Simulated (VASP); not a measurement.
# Sn (P6_3/mmc) in VASP: relaxation of cell and atoms with PBE

Aim: the relaxation of cell and atoms of Sn with PBE.

Everything below comes from runs of VASP 6.6.1. Logs are shortened: lines on timing, memory, paths and dates and some standing lists are left out, and cuts for length are marked.

### Step 1. The cell of the first run

The structure is hexagonal, space group P6_3/mmc (No. 194). Conventional cell: a = 3.380 Å, b = 3.380 Å, c = 5.623 Å, α = 90.00°, β = 90.00°, γ = 120.00°. Within 4.4 Å of Sn (site symmetry -6m2) lie 12 Sn at 3.38 to 3.42 Å.

This isn't the form of Sn at room conditions, which is tetragonal (white tin).

### Step 2. Relaxation of cell and atoms, PBE

INCAR reads:

```
PREC = Accurate
ENCUT = 600
EDIFF = 1E-6
ISMEAR = 0
SIGMA = 0.1
LREAL = F
LASPH = T
NELM = 100
ALGO = Fast
ISIF = 3
LWAVE = F
LCHARG = F
GGA = PE
IBRION = 2
NSW = 80
EDIFFG = -0.01
```

KPOINTS reads:

```
Automatic mesh
0
Gamma
  15 15 8
```

POSCAR reads:

```
Sn
1.0
    3.3801620292      0.0000000000      0.0000000000
   -1.6900810146      2.9273061862      0.0000000000
    0.0000000000      0.0000000000      5.6230637951
Sn
2
Direct
    0.3333333333      0.6666666667      0.2500000000
    0.6666666667      0.3333333333      0.7500000000
```

Potentials or basis: VASP PAW PBE potentials, release 64 (Sn_d).

On the command line:

```console
$ cat potpaw_PBE.64/Sn_d/POTCAR > POTCAR
$ mpirun -np 1 vasp_std > vasp.out
```

OUTCAR:

```text
PREC = Accurate
   ENCUT = 600
   EDIFF = 1E-6
   ISMEAR = 0
   LREAL = F
   LASPH = T
   NELM = 100
   ISIF = 3
   GGA = PE
   IBRION = 2
   NSW = 80
   EDIFFG = -0.01

 ion  position               nearest neighbor table
   1  0.333  0.667  0.250-   2 3.42   2 3.42   2 3.42   2 3.42   2 3.42   2 3.42
   2  0.667  0.333  0.750-   1 3.42   1 3.42   1 3.42   1 3.42   1 3.42   1 3.42

  LATTYP: Found a hexagonal cell.
 ALAT       =     3.3801620292
 C/A-ratio  =     1.6635485952

  Lattice vectors:

 A1 = (   3.3801620292,   0.0000000000,   0.0000000000)
 A2 = (  -1.6900810146,   2.9273061862,   0.0000000000)
 A3 = (   0.0000000000,   0.0000000000,   5.6230637951)

Analysis of symmetry for initial positions (statically):
=====================================================================
 Subroutine PRICEL returns:
 Original cell was already a primitive cell.

 Routine SETGRP: Setting up the symmetry group for a
 hexagonal supercell.

 Subroutine GETGRP returns: Found 24 space group operations
 (whereof 12 operations were pure point group operations)
 out of a pool of 24 trial point group operations.

The static configuration has the point symmetry D_3d.
 The point group associated with its full space group is D_6h.

Analysis of symmetry for dynamics (positions and initial velocities):
=====================================================================
 Subroutine PRICEL returns:
 Original cell was already a primitive cell.

 Routine SETGRP: Setting up the symmetry group for a
 hexagonal supercell.

 Subroutine GETGRP returns: Found 24 space group operations
 (whereof 12 operations were pure point group operations)
 out of a pool of 24 trial point group operations.

The dynamic configuration has the point symmetry D_3d.
 The point group associated with its full space group is D_6h.

 Subroutine INISYM returns: Found 24 space group operations
 (whereof 12 operations are pure point group operations),
 and found     1 'primitive' translations

----------------------------------------------------------------------------------------

                                     Primitive cell

  volume of cell :      55.6389

  direct lattice vectors                    reciprocal lattice vectors
     3.380162029  0.000000000  0.000000000     0.295843806  0.170805501  0.000000000
    -1.690081015  2.927306186  0.000000000     0.000000000  0.341611002  0.000000000
     0.000000000  0.000000000  5.623063795     0.000000000  0.000000000  0.177838992

  length of vectors
     3.380162029  3.380162029  5.623063795     0.341611002  0.341611002  0.177838992

  position of ions in fractional coordinates (direct lattice)
     0.333333333  0.666666667  0.250000000
     0.666666667  0.333333333  0.750000000

  ion indices of the primitive-cell ions
   primitive index   ion index
                 1           1
                 2           2

----------------------------------------------------------------------------------------

 KPOINTS: Automatic mesh

Automatic generation of k-mesh.
 Grid dimensions read from file:
 generate k-points for:   15   15    8

 Generating k-lattice:

  Cartesian coordinates                     Fractional coordinates (reciprocal lattice)
     0.019722920  0.011387033  0.000000000     0.066666667  0.000000000  0.000000000
     0.000000000  0.022774067  0.000000000     0.000000000  0.066666667  0.000000000
     0.000000000  0.000000000  0.022229874     0.000000000  0.000000000  0.125000000

  Length of vectors
     0.022774067  0.022774067  0.022229874

  Shift w.r.t. Gamma in fractional coordinates (k-lattice)
     0.000000000  0.000000000  0.000000000

 Subroutine IBZKPT returns following result:
 ===========================================

 Found    135 irreducible k-points:

 Following reciprocal coordinates:
            Coordinates               Weight
  0.000000  0.000000  0.000000      1.000000
  0.066667 -0.000000  0.000000      6.000000
  0.133333  0.000000  0.000000      6.000000
  0.200000  0.000000  0.000000      6.000000
  0.266667  0.000000  0.000000      6.000000
  0.333333  0.000000  0.000000      6.000000
[... 16 lines left out ...]
  0.333333  0.200000  0.000000     12.000000
  0.400000  0.200000  0.000000      6.000000
 [... further k-points ...]
   k-points           NKPTS =    135   k-points in BZ     NKDIM =    135   number of bands    NBANDS=     18
   number of dos      NEDOS =    301   number of ions     NIONS =      2
   total plane-waves  NPLWV =  37632
   dimension x,y,z NGX =    28 NGY =   28 NGZ =   48
   dimension x,y,z NGXF=    56 NGYF=   56 NGZF=   96
   ions per type =               2
   NGX,Y,Z   is equivalent  to a cutoff of  13.77, 13.77, 14.19 a.u.
   NGXF,Y,Z  is equivalent  to a cutoff of  27.54, 27.54, 28.38 a.u.
 SYSTEM =  unknown system
   PREC   = accura    normal or accurate (medium, high low for compatibility)
   ISTART =      0    job   : 0-new  1-cont  2-samecut
   ICHARG =      2    charge: 1-file 2-atom 10-const
   ISPIN  =      1    spin polarized calculation?
   LNONCOLLINEAR =      F non collinear calculations
   LSORBIT =      F    spin-orbit coupling
   LASPH  =      T    aspherical Exc in radial PAW
   ENCUT  =  600.0 eV  44.10 Ry    6.64 a.u.   6.75  6.75 11.23*2*pi/ulx,y,z
   NELM   =    100;   NELMIN=  2; NELMDL= -5     # of ELM steps
   EDIFF  = 0.1E-05   stopping-criterion for ELM
   LREAL  =      F    real-space projection
   EDIFFG = -.1E-01   stopping-criterion for IOM
   NSW    =     80    number of steps for IOM
   IBRION =      2    ionic relax: 0-MD 1-quasi-New 2-CG
   NFREE  =      1    steps in history (QN), initial steepest desc. (CG)
   ISIF   =      3    stress and relaxation
   ISYM   =      2    0-nonsym 1-usesym 2-fastsym
   POTIM  = 0.5000    time-step for ionic-motion
   TEBEG  =    0.0;   TEEND  =   0.0 temperature during run
   PSTRESS=    0.0 pullay stress
   NELECT =      28.0000    total number of electrons
   NUPDOWN=      -1.0000    fix difference up-down
   EMIN   =  10.00;   EMAX   =-10.00  energy-range for DOS
   EFERMI =   0.00;   METHOD = LEGACY
   ISMEAR =     0;   SIGMA  =   0.10  broadening in eV -4-tet -1-fermi 0-gaus
   EFERMI_NEDOS =   21; number of points for ismear=-14 and -15
   IALGO  =     68    algorithm
   IMIX   =      4    mixing-type and parameters
     AMIX     =   0.40;   BMIX     =  1.00
     AMIX_MAG =   1.60;   BMIX_MAG =  1.00
  volume/ion in A,a.u.               =      27.82       187.73
  Fermi-wavevector in a.u.,A,eV,Ry     =   1.302171  2.460746 23.070702  1.695649
  Thomas-Fermi vector in A             =   2.433256
   LORBIT       =      0    0 simple, 1 ext, 2 COOP (PROOUT), +10 PAW based schemes
   GGA     = PE    functional components
   LHFCALC =     F    Hartree Fock is set to
   AEXX    =    0.0000 exact exchange contribution
   IVDW    =     0    specifies the selected vdW correction
   LEPSILON=     F    determine dielectric tensor
   LRPA    =     F    only Hartree local field effects (RPA)
 conjugate gradient relaxation of ions
 non-spin polarized calculation
 RMM-DIIS sequential band-by-band and
 Gauss-broadening in eV      SIGMA  =   0.10
  energy-cutoff  :      600.00
  volume of cell :       55.64
 maximum number of plane-waves:      1878
 NGX is ok and might be reduce to    28
   NGX = 13   NGY = 13   NGZ = 23

--------------------------------------- Ionic step        1  -------------------------------------------

 number of electron      28.0000003 magnetization

 Free energy of the ion-electron system (eV)
  ---------------------------------------------------
  ext. energy  EPLUGINS =         0.00000000
  ---------------------------------------------------
  free energy    TOTEN  =        -7.58070023 eV

  energy without entropy =       -7.57535125  energy(sigma->0) =       -7.57802574

------------------------ aborting loop because EDIFF is reached ----------------------------------------

  FORCE on cell =-STRESS in cart. coord.  units (eV):
  Direction    XX          YY          ZZ          XY          YZ          ZX
  --------------------------------------------------------------------------------------
  -------------------------------------------------------------------------------------
  Total       -0.1380373     -0.1380373      0.1368169     -0.0000000     -0.0000000      0.0000000
  in kB       -3.9749201     -3.9749201      3.9397770     -0.0000000     -0.0000000      0.0000000
  external PRESSURE =      -1.3366877 kB  Pullay stress =       0.0000000 kB
[... 201 lines left out ...]
  energy  without entropy=       -7.5768407021  energy(sigma->0) =       -7.57937834

--------------------------------------- Ionic step        7  -------------------------------------------

 number of electron      28.0000005 magnetization

 Free energy of the ion-electron system (eV)
  ---------------------------------------------------
  ext. energy  EPLUGINS =         0.00000000
  ---------------------------------------------------
  free energy    TOTEN  =        -7.58193008 eV

  energy without entropy =       -7.57684094  energy(sigma->0) =       -7.57938551

 E-fermi :   7.8305     XC(G=0): -10.2636

 val. band max:        7.8304409484   @ k =   0.2667   0.0000   0.2500
 cond. band min:       7.8551217250   @ k =   0.3333   0.2000   0.5000
 fundamental gap:      0.0246807766
 Fermi energy:         7.8305463451

 k-point     1 :       0.0000    0.0000    0.0000
  band No.  band energies     occupation
      1     -13.6989      2.00000
      2     -13.6891      2.00000
      3     -13.6857      2.00000
      4     -13.6857      2.00000
      5     -13.6770      2.00000
      6     -13.6770      2.00000
[... 10 lines left out ...]
     17      15.4552      0.00000
     18      15.4552      0.00000
[... 466 lines left out ...]
      2     -13.7095      2.00000
      3     -13.6598      2.00000
      4     -13.6567      2.00000
      5     -13.6313      2.00000
      6     -13.6131      2.00000
[... 10 lines left out ...]
     17       9.2639      0.00000
     18      10.2447      0.00000

 [... further k-points ...]
[... 5 lines left out ...]
  --------------------------------------------------------------------------------------
  -------------------------------------------------------------------------------------
  Total       -0.0079987     -0.0079987     -0.0126105      0.0000000      0.0000000     -0.0000000
  in kB       -0.2306511     -0.2306511     -0.3636371      0.0000000      0.0000000     -0.0000000
  external PRESSURE =      -0.2749798 kB  Pullay stress =       0.0000000 kB
[... 17 lines left out ...]
  FREE ENERGIE OF THE ION-ELECTRON SYSTEM (eV)
  ---------------------------------------------------
  free  energy   TOTEN  =        -7.5819300808 eV

  energy  without entropy=       -7.5768409394  energy(sigma->0) =       -7.57938551

 reached required accuracy - stopping structural energy minimisation
```

It took 9.9 min on 1 thread of Intel Xeon Platinum 8259CL at 2.50GHz (Skylake/Cascade Lake), shared host; peak memory 0.29 GiB.

Results:

| Property | Result |
| --- | --- |
| Free energy | -7.5819 eV |
| Relaxed volume | 27.78 Å³/atom |
| Relaxed cell | a = 3.364 Å, b = 3.364 Å, c = 5.669 Å, α = 90.00°, β = 90.00°, γ = 120.00° |
| Space group after relaxing (to 0.1 Å) | P6_3/mmc (No. 194) |
| Energy gained by relaxing | 0.6 meV/atom |
| Ionic steps | 7 |
| Pressure after relaxing | 0.0 GPa |
| Band gap on the k mesh | zero (bands 14 and 15 overlap by 8.42 eV) |

Step by step:
```
step  energy change (eV)  largest force (eV/Å)  pressure (GPa)  volume (Å³)
   1              0.0000                0.0000           -0.13        55.64
   2             -0.0010                0.0000            0.04        55.45
   3             -0.0012                0.0000            0.14        55.34
   4             -0.0012                0.0000            0.10        55.53
   5             -0.0010                0.0000           -0.23        55.76
   6             -0.0012                0.0000           -0.07        55.59
   7             -0.0012                0.0000           -0.03        55.56
```

Final structure:
```yaml
crystal:
  lattice:
    - [3.36422, 0.00000, 0.00000]
    - [-1.68211, 2.91350, 0.00000]
    - [0.00000, 0.00000, 5.66858]
  atoms:
    - { symbol: Sn, position: [0.33333, 0.66667, 0.25000] }
    - { symbol: Sn, position: [0.66667, 0.33333, 0.75000] }
```

Levels at points of the mesh, in eV from the Fermi level:
| k point | band 12 | band 13 | band 14 | band 15 | band 16 | band 17 |
| --- | --- | --- | --- | --- | --- | --- |
| (0.00, 0.00, 0.00) | -7.03 | -4.54 | 6.01 | 6.01 | 7.10 | 7.62 |
| (0.00, 0.00, 0.50) | -9.74 | 0.59 | 0.59 | 6.83 | 6.83 | 6.83 |

Caveat: spin-orbit coupling is left out, which moves the levels of the heavy elements.
